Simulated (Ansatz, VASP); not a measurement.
One calculation of Sn3Te, two programs

```
Sn Te
1.0
    -3.21995    3.21995    3.21995
     3.21995   -3.21995    3.21995
     3.21995    3.21995   -3.21995
Sn Te
3 1
Direct
  0.00000 0.50000 0.50000
  0.50000 0.00000 0.50000
  0.50000 0.50000 0.00000
  0.00000 0.00000 0.00000
```

Alike in both runs: task single point; functional PBE; k mesh 4 × 4 × 4; occupations gaussian, width 0.1 eV; no spin polarisation.

```csv
,VASP,Ansatz
version,VASP 6.6.1,Ansatz 0.2.0
potentials or method,"VASP PAW PBE potentials, release 64 (Sn_d, Te), cutoff 520 eV","scalar-relativistic, plane waves, PAW"
valence electrons in the cell,48,58
```

```csv
,VASP,Ansatz,Ansatz less VASP
gap on the k mesh at the Fermi level (eV),none,none,-
pressure (GPa),-3.0,-3.0,+0.03
```

A gap of «none» marks a metal or a gap that the smearing closes. VASP's potentials hold 48 valence electrons a cell and Ansatz's 58, so a difference there can come from the potentials and not from the codes.

Spin-orbit coupling is off throughout.
